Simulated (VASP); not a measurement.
# MnNF3 (Pm-3m) in VASP: notebook

The runs below take MnNF3 through single point, with PBE.

Program: VASP 6.6.1. These are calculated values, not measurements. Logs are shortened: lines on timing, memory, paths and dates and some standing lists are left out, and cuts for length are marked.

## 1. The cell of the first run

The structure is cubic, space group Pm-3m (No. 221). The conventional cell has a = 3.983 Å, b = 3.983 Å, c = 3.983 Å, α = 90.00°, β = 90.00°, γ = 90.00°. Mn (site symmetry m-3m) has 6 F at 1.99 Å within 2.6 Å. Within 3.7 Å of N (site symmetry m-3m) lie 12 F at 2.82 Å and 8 Mn at 3.45 Å. F (site symmetry 4/mmm) has 2 Mn at 1.99 Å within 2.6 Å.

## 2. Single point, PBE, collinear spin, ferromagnetic start

File INCAR:

```
PREC = Accurate ; ENCUT = 520
EDIFF = 1E-7 ; ISMEAR = -1
SIGMA = 0.25 ; LREAL = False
LASPH = True ; NELM = 150
ALGO = Normal ; ISIF = 2
LWAVE = False ; LCHARG = True
ISPIN = 2 ; MAGMOM = 2.8 0 0 0 0
LORBIT = 11 ; LMAXMIX = 4
GGA = PE ; LELF = True
LVHAR = True ; NBANDS = 32
```

File KPOINTS:

```
Automatic mesh
0
Gamma
  6 6 6
```

File POSCAR:

```
MnNF3
1.0
    3.9830700000      0.0000000000      0.0000000000
    0.0000000000      3.9830700000      0.0000000000
    0.0000000000      0.0000000000      3.9830700000
Mn N F
1 1 3
Direct
    0.5000000000      0.5000000000      0.5000000000
    0.0000000000      0.0000000000      0.0000000000
    0.5000000000      0.5000000000      0.0000000000
    0.5000000000      0.0000000000      0.5000000000
    0.0000000000      0.5000000000      0.5000000000
```

Potentials or basis: VASP PAW PBE potentials, release 64 (Mn_pv, N, F).

Command:

```
> cat potpaw_PBE.64/Mn_pv/POTCAR potpaw_PBE.64/N/POTCAR potpaw_PBE.64/F/POTCAR > POTCAR
> mpirun -np 1 vasp_std > vasp.out
```

OUTCAR:

```text
PREC = Accurate
   ENCUT = 520
   EDIFF = 1E-7
   ISMEAR = -1
   LREAL = False
   LASPH = True
   NELM = 150
   ISIF = 2
   ISPIN = 2
   LORBIT = 11
   GGA = PE

 ion  position               nearest neighbor table
   1  0.500  0.500  0.500-   3 1.99   4 1.99   5 1.99   3 1.99   4 1.99   5 1.99
   2  0.000  0.000  0.000-
   3  0.500  0.500  0.000-   1 1.99   1 1.99
   4  0.500  0.000  0.500-   1 1.99   1 1.99
   5  0.000  0.500  0.500-   1 1.99   1 1.99

  LATTYP: Found a simple cubic cell.
 ALAT       =     3.9830700000

  Lattice vectors:

 A1 = (   3.9830700000,   0.0000000000,   0.0000000000)
 A2 = (   0.0000000000,   3.9830700000,   0.0000000000)
 A3 = (   0.0000000000,   0.0000000000,   3.9830700000)

Analysis of symmetry for initial positions (statically):
=====================================================================
 Subroutine PRICEL returns:
 Original cell was already a primitive cell.

 Routine SETGRP: Setting up the symmetry group for a
 simple cubic supercell.

 Subroutine GETGRP returns: Found 48 space group operations
 (whereof 48 operations were pure point group operations)
 out of a pool of 48 trial point group operations.

The static configuration has the point symmetry O_h .

Analysis of symmetry for dynamics (positions and initial velocities):
=====================================================================
 Subroutine PRICEL returns:
 Original cell was already a primitive cell.

 Routine SETGRP: Setting up the symmetry group for a
 simple cubic supercell.

 Subroutine GETGRP returns: Found 48 space group operations
 (whereof 48 operations were pure point group operations)
 out of a pool of 48 trial point group operations.

The dynamic configuration has the point symmetry O_h .

Analysis of structural, dynamic, and magnetic symmetry:
=====================================================================
 Subroutine PRICEL returns:
 Original cell was already a primitive cell.

 Routine SETGRP: Setting up the symmetry group for a
 simple cubic supercell.

 Subroutine GETGRP returns: Found 48 space group operations
 (whereof 48 operations were pure point group operations)
 out of a pool of 48 trial point group operations.

The overall configuration has the point symmetry O_h .

 Subroutine INISYM returns: Found 48 space group operations
 (whereof 48 operations are pure point group operations),
 and found     1 'primitive' translations

----------------------------------------------------------------------------------------

                                     Primitive cell

  volume of cell :      63.1908

  direct lattice vectors                    reciprocal lattice vectors
     3.983070000  0.000000000  0.000000000     0.251062623  0.000000000  0.000000000
     0.000000000  3.983070000  0.000000000     0.000000000  0.251062623  0.000000000
     0.000000000  0.000000000  3.983070000     0.000000000  0.000000000  0.251062623

  length of vectors
     3.983070000  3.983070000  3.983070000     0.251062623  0.251062623  0.251062623

  position of ions in fractional coordinates (direct lattice)
     0.500000000  0.500000000  0.500000000
     0.000000000  0.000000000  0.000000000
     0.500000000  0.500000000  0.000000000
     0.500000000  0.000000000  0.500000000
     0.000000000  0.500000000  0.500000000

  ion indices of the primitive-cell ions
   primitive index   ion index
                 1           1
                 2           2
                 3           3
                 4           4
                 5           5

----------------------------------------------------------------------------------------

 KPOINTS: Automatic mesh

Automatic generation of k-mesh.
 Grid dimensions read from file:
 generate k-points for:    6    6    6

 Generating k-lattice:

  Cartesian coordinates                     Fractional coordinates (reciprocal lattice)
     0.041843770  0.000000000  0.000000000     0.166666667  0.000000000  0.000000000
     0.000000000  0.041843770  0.000000000     0.000000000  0.166666667  0.000000000
     0.000000000  0.000000000  0.041843770     0.000000000  0.000000000  0.166666667

  Length of vectors
     0.041843770  0.041843770  0.041843770

  Shift w.r.t. Gamma in fractional coordinates (k-lattice)
     0.000000000  0.000000000  0.000000000

 Subroutine IBZKPT returns following result:
 ===========================================

 Found     20 irreducible k-points:

 Following reciprocal coordinates:
            Coordinates               Weight
  0.000000  0.000000  0.000000      1.000000
  0.166667  0.000000  0.000000      6.000000
  0.333333  0.000000  0.000000      6.000000
  0.500000  0.000000  0.000000      3.000000
  0.166667  0.166667  0.000000     12.000000
  0.333333  0.166667  0.000000     24.000000
[... 12 lines left out ...]
  0.500000  0.500000  0.333333      6.000000
  0.500000  0.500000  0.500000      1.000000
   k-points           NKPTS =     20   k-points in BZ     NKDIM =     20   number of bands    NBANDS=     32
   number of dos      NEDOS =    301   number of ions     NIONS =      5
   total plane-waves  NPLWV =  27000
   dimension x,y,z NGX =    30 NGY =   30 NGZ =   30
   dimension x,y,z NGXF=    60 NGYF=   60 NGZF=   60
   ions per type =               1   1   3
   NGX,Y,Z   is equivalent  to a cutoff of  12.52, 12.52, 12.52 a.u.
   NGXF,Y,Z  is equivalent  to a cutoff of  25.04, 25.04, 25.04 a.u.
 SYSTEM =  unknown system
   PREC   = accura    normal or accurate (medium, high low for compatibility)
   ISTART =      0    job   : 0-new  1-cont  2-samecut
   ICHARG =      2    charge: 1-file 2-atom 10-const
   ISPIN  =      2    spin polarized calculation?
   LNONCOLLINEAR =      F non collinear calculations
   LSORBIT =      F    spin-orbit coupling
   LASPH  =      T    aspherical Exc in radial PAW
   ENCUT  =  520.0 eV  38.22 Ry    6.18 a.u.   7.41  7.41  7.41*2*pi/ulx,y,z
   NELM   =    150;   NELMIN=  2; NELMDL= -5     # of ELM steps
   EDIFF  = 0.1E-06   stopping-criterion for ELM
   LREAL  =      F    real-space projection
   EDIFFG = 0.1E-05   stopping-criterion for IOM
   NSW    =      0    number of steps for IOM
   IBRION =     -1    ionic relax: 0-MD 1-quasi-New 2-CG
   NFREE  =      0    steps in history (QN), initial steepest desc. (CG)
   ISIF   =      2    stress and relaxation
   ISYM   =      2    0-nonsym 1-usesym 2-fastsym
   POTIM  = 0.5000    time-step for ionic-motion
   TEBEG  =    0.0;   TEEND  =   0.0 temperature during run
   PSTRESS=    0.0 pullay stress
   NELECT =      39.0000    total number of electrons
   NUPDOWN=      -1.0000    fix difference up-down
   EMIN   =  10.00;   EMAX   =-10.00  energy-range for DOS
   EFERMI =   0.00;   METHOD = LEGACY
   ISMEAR =    -1;   SIGMA  =   0.25  broadening in eV -4-tet -1-fermi 0-gaus
   EFERMI_NEDOS =   21; number of points for ismear=-14 and -15
   IALGO  =     38    algorithm
   IMIX   =      4    mixing-type and parameters
     AMIX     =   0.40;   BMIX     =  1.00
     AMIX_MAG =   1.60;   BMIX_MAG =  1.00
  volume/ion in A,a.u.               =      12.64        85.29
  Fermi-wavevector in a.u.,A,eV,Ry     =   1.393836  2.633969 26.433120  1.942780
  Thomas-Fermi vector in A             =   2.517444
   LORBIT       =     11    0 simple, 1 ext, 2 COOP (PROOUT), +10 PAW based schemes
   GGA     = PE    functional components
   LHFCALC =     F    Hartree Fock is set to
   AEXX    =    0.0000 exact exchange contribution
   IVDW    =     0    specifies the selected vdW correction
   LEPSILON=     F    determine dielectric tensor
   LRPA    =     F    only Hartree local field effects (RPA)
 spin polarized calculation
  energy-cutoff  :      520.00
  volume of cell :       63.19
 maximum number of plane-waves:      1743
 NGX is ok and might be reduce to    30
   NGX = 15   NGY = 15   NGZ = 15

 number of electron      38.9999976 magnetization       0.0002151

 number of electron      38.9999976 magnetization      -0.0000325

 Free energy of the ion-electron system (eV)
  ---------------------------------------------------
  ext. energy  EPLUGINS =         0.00000000
  ---------------------------------------------------
  free energy    TOTEN  =       -23.51642027 eV

  energy without entropy =      -21.57521104  energy(sigma->0) =      -22.54581565

 E-fermi :   0.7066     XC(G=0):  -9.7875

 val. band max:        0.7001925381   @ k =   0.5000   0.5000   0.0000
 cond. band min:       0.7182344863   @ k =   0.3333   0.3333   0.0000
 fundamental gap:      0.0180419482
 Fermi energy:         0.7065548286

 spin component 1

 k-point     1 :       0.0000    0.0000    0.0000
  band No.  band energies     occupation
      1     -47.9724      1.00000
      2     -47.9724      1.00000
      3     -47.9724      1.00000
      4     -22.7218      1.00000
      5     -22.1474      1.00000
      6     -22.1474      1.00000
[... 669 lines left out ...]
     30      15.5342      0.00000
     31      15.5342      0.00000
 Fermi energy:         0.7065548286

 spin component 2

 k-point     1 :       0.0000    0.0000    0.0000
  band No.  band energies     occupation
      1     -47.9725      1.00000
      2     -47.9725      1.00000
      3     -47.9725      1.00000
      4     -22.7218      1.00000
      5     -22.1474      1.00000
      6     -22.1474      1.00000
[... 669 lines left out ...]
     30      15.5342      0.00000
     31      15.5342      0.00000
 [bands above 31 left out]

------------------------ aborting loop because EDIFF is reached ----------------------------------------

  FORCE on cell =-STRESS in cart. coord.  units (eV):
  Direction    XX          YY          ZZ          XY          YZ          ZX
  --------------------------------------------------------------------------------------
  -------------------------------------------------------------------------------------
  Total       -3.7974272     -3.7974272     -3.7974272      0.0000000      0.0000000     -0.0000000
  in kB      -96.2822470    -96.2822470    -96.2822470      0.0000000      0.0000000     -0.0000000
  external PRESSURE =     -96.2822470 kB  Pullay stress =       0.0000000 kB

 VOLUME and BASIS-vectors are now :
 -----------------------------------------------------------------------------
  energy-cutoff  :      520.00
  volume of cell :       63.19
      direct lattice vectors                 reciprocal lattice vectors
     3.983070000  0.000000000  0.000000000     0.251062623  0.000000000  0.000000000
     0.000000000  3.983070000  0.000000000     0.000000000  0.251062623  0.000000000
     0.000000000  0.000000000  3.983070000     0.000000000  0.000000000  0.251062623

 POSITION                                       TOTAL-FORCE (eV/Angst)
 -----------------------------------------------------------------------------------
      1.99154      1.99154      1.99154         0.000000      0.000000      0.000000
      0.00000      0.00000      0.00000         0.000000      0.000000      0.000000
      1.99154      1.99154      0.00000         0.000000      0.000000      0.000000
      1.99154      0.00000      1.99154         0.000000      0.000000      0.000000
      0.00000      1.99154      1.99154         0.000000      0.000000      0.000000
 -----------------------------------------------------------------------------------
    total drift:                                0.000000      0.000000     -0.000000

  FREE ENERGIE OF THE ION-ELECTRON SYSTEM (eV)
  ---------------------------------------------------
  free  energy   TOTEN  =       -23.5164202657 eV

  energy  without entropy=      -21.5752110383  energy(sigma->0) =      -22.54581565

 total charge

# of ion       s       p       d       tot
------------------------------------------
    1        0.203   6.214   4.848  11.265
    2        1.390   1.846   0.000   3.235
    3        1.739   4.300   0.000   6.039
    4        1.739   4.300   0.000   6.039
    5        1.739   4.300   0.000   6.039
--------------------------------------------------
tot          6.809  20.961   4.848  32.617

 magnetization (x)

# of ion       s       p       d       tot
------------------------------------------
    1       -0.000  -0.000  -0.000  -0.000
    2       -0.000   0.000   0.000   0.000
    3       -0.000  -0.000   0.000  -0.000
    4       -0.000  -0.000   0.000  -0.000
    5       -0.000  -0.000   0.000  -0.000
--------------------------------------------------
tot         -0.000   0.000  -0.000  -0.000
```

Wall time 68 s (1 thread of Intel Xeon 6975P-C (Granite Rapids), shared host); peak memory 0.22 GiB.

Results:

```yaml
Free_energy: -23.5164 eV
Pressure: -9.6 GPa
Net_moment: 0.00 μB per cell
Valence_electrons_inside_the_program's_atomic_spheres: Mn 11.27; N 3.23; F 6.04
```

Caveat: the cell stands under tension; so wide a smearing shifts energies and pressures; the moments typed at the start vanished in this run; semilocal functionals often make such compounds metallic where correlation or magnetic order opens a gap, which also shifts bond lengths. With open d or f shells a metallic result of PBE can be an artefact of self-interaction; +U or a hybrid may open a gap.

## 3. Single point, PBE, collinear spin, ferromagnetic start

File INCAR:

```
SYSTEM = MnNF3
ALGO     = Normal         ! electronic algorithm
EDIFF    = 1E-6           ! SCF threshold, eV
ENCUT    = 520            ! plane-wave cutoff, eV
GGA      = PE             ! functional
ISIF     = 2              ! what is computed and relaxed
ISMEAR   = -1             ! smearing method
ISPIN    = 2              ! spin polarisation
LASPH    = .True.         ! aspherical terms in the spheres
LCHARG   = .False.        ! write CHGCAR
LMAXMIX  = 4              ! l up to which the mixer works
LORBIT   = 11             ! projections on sites
LREAL    = .False.        ! projectors in reciprocal space
LWAVE    = .False.        ! write WAVECAR
MAGMOM   = 2.8 0 0 0 0    ! initial moments
NBANDS   = 32             ! bands
NELM     = 150            ! most SCF steps
PREC     = Accurate       ! precision mode
SIGMA    = 0.15           ! smearing width, eV
```

File KPOINTS:

```
k-points
0
Gamma
  6 6 6
  0 0 0
```

POSCAR is that of step 2.

Potentials or basis: VASP PAW PBE potentials, release 64 (Mn_pv, N, F).

Command:

```
> cat potpaw_PBE.64/Mn_pv/POTCAR potpaw_PBE.64/N/POTCAR potpaw_PBE.64/F/POTCAR > POTCAR
> mpirun -np 1 vasp_std > vasp.out
```

Run time: 63 s. Hardware: 1 thread of Intel Xeon 6975P-C (Granite Rapids), shared host; peak memory 0.22 GiB.

The run converged. Its results:

```
Free energy                                           : -22.8051 eV
Pressure                                              : -10.8 GPa
Net moment                                            : 0.00 μB per cell
Valence electrons inside the program's atomic spheres : Mn 11.27; N 3.23; F 6.04
```

Levels at points of the mesh, in eV from the Fermi level:
Spin up:
```tsv
k point	band 16	band 17	band 18	band 19	band 20	band 21	band 22	band 23	band 24	band 25
(0.00, 0.00, 0.00)	-3.62	-0.78	-0.78	-0.78	-0.01	-0.01	0.27	0.27	0.27	6.14
(0.50, 0.00, 0.00)	-3.63	-0.76	-0.51	-0.07	-0.07	-0.01	0.11	0.11	1.32	8.88
(0.50, 0.50, 0.00)	-3.08	-0.10	-0.07	-0.07	-0.02	-0.02	0.29	0.53	2.41	10.29
(0.50, 0.50, 0.50)	-3.07	-0.02	-0.02	-0.02	0.51	0.51	0.51	2.41	2.41	10.74
```
Spin down:
| k point | band 18 | band 19 | band 20 | band 21 | band 22 | band 23 |
| --- | --- | --- | --- | --- | --- | --- |
| (0.00, 0.00, 0.00) | -0.78 | -0.78 | -0.02 | -0.02 | 0.27 | 0.27 |
| (0.50, 0.00, 0.00) | -0.51 | -0.07 | -0.07 | -0.01 | 0.11 | 0.11 |
| (0.50, 0.50, 0.00) | -0.07 | -0.07 | -0.02 | -0.02 | 0.29 | 0.53 |
| (0.50, 0.50, 0.50) | -0.02 | -0.02 | 0.51 | 0.51 | 0.51 | 2.41 |

Caveat: the cell stands under tension; the moments typed at the start vanished in this run; semilocal functionals often make such compounds metallic where correlation or magnetic order opens a gap, which also shifts bond lengths. With open d or f shells a metallic result of PBE can be an artefact of self-interaction; +U or a hybrid may open a gap.
